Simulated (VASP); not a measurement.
# CsPbBr3 (Pm-3m) in VASP: notebook, part 2 of 2

VASP 6.6.1. Earlier steps stand in the parts before.

### 5 Single point, LDA

Input file INCAR:

```
SYSTEM = CsPbBr3
PREC     = Accurate       ! precision mode
ENCUT    = 520            ! plane-wave cutoff, eV
EDIFF    = 1E-7           ! SCF threshold, eV
ISMEAR   = 0              ! smearing method
SIGMA    = 0.01           ! smearing width, eV
LREAL    = .False.        ! projectors in reciprocal space
LASPH    = .True.         ! aspherical terms in the spheres
NELM     = 100            ! most SCF steps
ALGO     = Normal         ! electronic algorithm
ISIF     = 2              ! what is computed and relaxed
LWAVE    = .False.        ! write WAVECAR
LCHARG   = .True.         ! write CHGCAR
GGA      = CA             ! functional
LELF     = .True.         ! ELF
LVHAR    = .True.       
NBANDS   = 30             ! bands
```

Input file KPOINTS:

```
Automatic mesh
0
Gamma
  4 4 4
  0 0 0
```

Input file POSCAR:

```
CsPbBr3
1.0
    5.8700000000      0.0000000000      0.0000000000
    0.0000000000      5.8700000000      0.0000000000
    0.0000000000      0.0000000000      5.8700000000
Pb Cs Br
1 1 3
Direct
    0.5000000000      0.5000000000      0.5000000000
    0.0000000000      0.0000000000      0.0000000000
    0.5000000000      0.5000000000      0.0000000000
    0.5000000000      0.0000000000      0.5000000000
    0.0000000000      0.5000000000      0.5000000000
```

Potentials or basis: VASP PAW LDA potentials, release 64 (Pb_d, Cs_sv, Br).

Command:

```console
> cat potpaw_LDA.64/Pb_d/POTCAR potpaw_LDA.64/Cs_sv/POTCAR potpaw_LDA.64/Br/POTCAR > POTCAR
> mpirun -np 1 vasp_std > vasp.out
```

OUTCAR:

```text
SYSTEM = CsPbBr3
   PREC = Accurate
   ENCUT = 520
   EDIFF = 1E-7
   ISMEAR = 0
   LREAL = .False.
   LASPH = .True.
   NELM = 100
   ISIF = 2
   GGA = CA

 ion  position               nearest neighbor table
   1  0.500  0.500  0.500-   3 2.94   4 2.94   5 2.94   3 2.94   4 2.94   5 2.94
   2  0.000  0.000  0.000-
   3  0.500  0.500  0.000-   1 2.94   1 2.94
   4  0.500  0.000  0.500-   1 2.94   1 2.94
   5  0.000  0.500  0.500-   1 2.94   1 2.94

  LATTYP: Found a simple cubic cell.
 ALAT       =     5.8700000000

  Lattice vectors:

 A1 = (   5.8700000000,   0.0000000000,   0.0000000000)
 A2 = (   0.0000000000,   5.8700000000,   0.0000000000)
 A3 = (   0.0000000000,   0.0000000000,   5.8700000000)

Analysis of symmetry for initial positions (statically):
=====================================================================
 Subroutine PRICEL returns:
 Original cell was already a primitive cell.

 Routine SETGRP: Setting up the symmetry group for a
 simple cubic supercell.

 Subroutine GETGRP returns: Found 48 space group operations
 (whereof 48 operations were pure point group operations)
 out of a pool of 48 trial point group operations.

The static configuration has the point symmetry O_h .

Analysis of symmetry for dynamics (positions and initial velocities):
=====================================================================
 Subroutine PRICEL returns:
 Original cell was already a primitive cell.

 Routine SETGRP: Setting up the symmetry group for a
 simple cubic supercell.

 Subroutine GETGRP returns: Found 48 space group operations
 (whereof 48 operations were pure point group operations)
 out of a pool of 48 trial point group operations.

The dynamic configuration has the point symmetry O_h .

 Subroutine INISYM returns: Found 48 space group operations
 (whereof 48 operations are pure point group operations),
 and found     1 'primitive' translations

----------------------------------------------------------------------------------------

                                     Primitive cell
[... 105 lines left out ...]
  Thomas-Fermi vector in A             =   2.115831
   LORBIT       =      0    0 simple, 1 ext, 2 COOP (PROOUT), +10 PAW based schemes
   GGA     = CA    functional components
   LHFCALC =     F    Hartree Fock is set to
   AEXX    =    0.0000 exact exchange contribution
   IVDW    =     0    specifies the selected vdW correction
   LEPSILON=     F    determine dielectric tensor
   LRPA    =     F    only Hartree local field effects (RPA)
 non-spin polarized calculation
 Gauss-broadening in eV      SIGMA  =   0.01
  energy-cutoff  :      520.00
  volume of cell :      202.26
 maximum number of plane-waves:      5520
 NGX is ok and might be reduce to    48
   NGX = 21   NGY = 21   NGZ = 21

 number of electron      44.0000000 magnetization

 Free energy of the ion-electron system (eV)
  ---------------------------------------------------
  ext. energy  EPLUGINS =         0.00000000
  ---------------------------------------------------
  free energy    TOTEN  =       -17.77576284 eV

  energy without entropy =      -17.77576284  energy(sigma->0) =      -17.77576284

 E-fermi :   1.2262     XC(G=0):  -8.0587

 val. band max:        1.1491911221   @ k =   0.5000   0.5000   0.5000
 cond. band min:       2.4990530840   @ k =   0.5000   0.5000   0.5000
 fundamental gap:      1.3498619619
 Fermi energy:         1.2261952562

 k-point     1 :       0.0000    0.0000    0.0000
  band No.  band energies     occupation
      1     -20.2312      2.00000
      2     -15.7095      2.00000
      3     -15.7095      2.00000
      4     -15.5362      2.00000
      5     -15.5362      2.00000
      6     -15.5362      2.00000
[... 319 lines left out ...]
     29       6.1525      0.00000
     30       7.4231      0.00000

------------------------ aborting loop because EDIFF is reached ----------------------------------------

  FORCE on cell =-STRESS in cart. coord.  units (eV):
  Direction    XX          YY          ZZ          XY          YZ          ZX
  --------------------------------------------------------------------------------------
  -------------------------------------------------------------------------------------
  Total       -1.2699361     -1.2699361     -1.2699361     -0.0000000      0.0000000      0.0000000
  in kB      -10.0595403    -10.0595403    -10.0595403     -0.0000000      0.0000000      0.0000000
  external PRESSURE =     -10.0595403 kB  Pullay stress =       0.0000000 kB

 VOLUME and BASIS-vectors are now :
 -----------------------------------------------------------------------------
  energy-cutoff  :      520.00
  volume of cell :      202.26
      direct lattice vectors                 reciprocal lattice vectors
     5.870000000  0.000000000  0.000000000     0.170357751  0.000000000  0.000000000
     0.000000000  5.870000000  0.000000000     0.000000000  0.170357751  0.000000000
     0.000000000  0.000000000  5.870000000     0.000000000  0.000000000  0.170357751

 POSITION                                       TOTAL-FORCE (eV/Angst)
 -----------------------------------------------------------------------------------
      2.93500      2.93500      2.93500         0.000000      0.000000      0.000000
      0.00000      0.00000      0.00000         0.000000      0.000000      0.000000
      2.93500      2.93500      0.00000         0.000000      0.000000      0.000000
      2.93500      0.00000      2.93500         0.000000      0.000000      0.000000
      0.00000      2.93500      2.93500         0.000000      0.000000      0.000000
 -----------------------------------------------------------------------------------
    total drift:                                0.000000     -0.000000     -0.000000

  FREE ENERGIE OF THE ION-ELECTRON SYSTEM (eV)
  ---------------------------------------------------
  free  energy   TOTEN  =       -17.7757628371 eV

  energy  without entropy=      -17.7757628371  energy(sigma->0) =      -17.77576284
```

stdout:

```text
POSCAR found type information on POSCAR PbCsBr
 POSCAR found :  3 types and       5 ions
 scaLAPACK will be used
 LDA part: xc-table for (Slater(with rela. corr.)+CA(PZ))
 , standard interpolation
 POSCAR, INCAR and KPOINTS ok, starting setup
 FFT: planning ... GRIDC
 FFT: planning ... GRID_SOFT
 FFT: planning ... GRID
 WAVECAR not read
 entering main loop
```

Run time: 1.7 min. Hardware: 1 thread of AMD EPYC 7R13, shared host; peak memory 0.26 GiB.

Results:

```
Free energy            : -17.7758 eV
Pressure               : -1.0 GPa
Band gap on the k mesh : 1.35 eV
```

Caveat: spin-orbit coupling is left out, which moves the levels of the heavy elements.

### 6 Summary

| task | level | potentials or basis | spin | cell | k mesh | cutoff (eV) | smearing | gap on the mesh (eV) | pressure (GPa) |
| --- | --- | --- | --- | --- | --- | --- | --- | --- | --- |
| relaxation of cell and atoms | LDA | VASP PAW LDA potentials, release 64 (Pb_d, Cs_sv, Br) | off | relaxed | 5 × 5 × 5 | 600 | fermi-dirac 0.05 eV | 2.44 | 0.0 |
| single point | PBEsol | VASP PAW PBE potentials, release 64 (Pb_d, Cs_sv, Br) | off | as given | 4 × 4 × 4 | 520 | fermi-dirac 0.05 eV | 1.42 | 0.1 |
| single point | PBEsol | VASP PAW PBE potentials, release 64 (Pb_d, Cs_sv, Br) | non-collinear, zero start, SOC | as given | 4 × 4 × 4 | 520 | fermi-dirac 0.05 eV | - | 0.1 |
| single point | LDA | VASP PAW LDA potentials, release 64 (Pb_d, Cs_sv, Br) | off | as given | 4 × 4 × 4 | 520 | gaussian 0.01 eV | 1.35 | -1.0 |

Caveats: spin-orbit coupling is left out, which moves the levels of the heavy elements (at least some runs); the PAW data sets were made with another functional, which shifts forces and pressure a little (at least some runs); an odd mesh through Γ misses points on the zone boundary, where band edges can lie (at least some runs).

Absolute energies hang on the potentials; compare differences alone.
